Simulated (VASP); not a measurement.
Here is a VASP 6.6.1 calculation.

File INCAR:

```
SYSTEM = Si16O
PREC     = Accurate       ! precision mode
ENCUT    = 520            ! plane-wave cutoff, eV
EDIFF    = 1E-6           ! SCF threshold, eV
ISMEAR   = 0              ! smearing method
SIGMA    = 0.05           ! smearing width, eV
LREAL    = Auto         
LASPH    = .TRUE.         ! aspherical terms in the spheres
NELM     = 150            ! most SCF steps
ALGO     = Normal         ! electronic algorithm
ISIF     = 2              ! what is computed and relaxed
LWAVE    = .FALSE.        ! write WAVECAR
LCHARG   = .FALSE.        ! write CHGCAR
ISPIN    = 2              ! spin polarisation
MAGMOM   = 0 0 0 0 0 0 0 0 0 0 0 0 0 0 0 0 0 ! initial moments
LORBIT   = 11             ! projections on sites
GGA      = PE             ! functional
NBANDS   = 53             ! bands
```

File KPOINTS:

```
Automatic mesh
0
G
  2 2 2
  0 0 0
```

POSCAR

```
Si16O
1.0
    0.0000000000      5.4300000000      5.4300000000
    5.4300000000      0.0000000000      5.4300000000
    5.4300000000      5.4300000000      0.0000000000
Si O
16 1
Direct
   -0.0004949355      0.0128796501     -0.0009214549
    0.1186682320      0.1845413444      0.0815914365
    0.0050481584      0.0454225599      0.4531470534
    0.1307241252      0.1096740331      0.6262344383
   -0.0100507366      0.5568463168     -0.0291339779
    0.1254315838      0.6371953039      0.1276824125
    0.0030825967      0.4791133517      0.5035844383
    0.1609572744      0.5758206262      0.6164182320
    0.4929990792      0.0062108656      0.0000591160
    0.6251331492      0.1260959484      0.1227813996
    0.5064937385     -0.0170073665      0.4968167587
    0.6459769797      0.0865377532      0.6283561694
    0.4998613260      0.5005992634      0.0031856354
    0.6182879374      0.6304433702      0.1297133517
    0.5308525783      0.4568918048      0.5053024862
    0.6294122468      0.6076671271      0.6292938306
    0.1626437385      0.8097778085      0.4217536832
```

Potentials or basis: VASP PAW PBE potentials, release 64 (Si, O).

Run with:

```sh
$ cat potpaw_PBE.64/Si/POTCAR potpaw_PBE.64/O/POTCAR > POTCAR
$ mpirun -np 1 vasp_std > vasp.out
```

**Question.** What does it give for the net moment?

**Answer.** 0.00 μB per cell.

**Question.** Predict the band gap on the k mesh.

**Answer.** 0.49 eV.

**Question.** Estimate the pressure.

**Answer.** 4.4 GPa.

Forces in eV/Å, atoms in the order of the input:
```
Si   0.000 -0.005  0.000
Si   0.000  0.000 -0.009
Si   0.051 -0.027  0.023
Si   0.008 -0.007  0.002
Si  -0.007  0.002 -0.003
Si   0.001  0.001  0.001
Si   0.009 -0.003  0.005
Si  -0.020  0.034 -0.039
Si  -0.002  0.000 -0.003
Si   0.002 -0.001 -0.002
Si  -0.002 -0.002 -0.002
Si  -0.007  0.001  0.000
Si  -0.001 -0.001 -0.001
Si  -0.001 -0.001 -0.004
Si  -0.002  0.001 -0.002
Si  -0.002 -0.003  0.000
O   -0.027  0.011  0.033
```

Caveat: the k points lie up to 0.50 Å⁻¹ apart; semilocal functionals underestimate gaps, and a narrow one can read as zero.
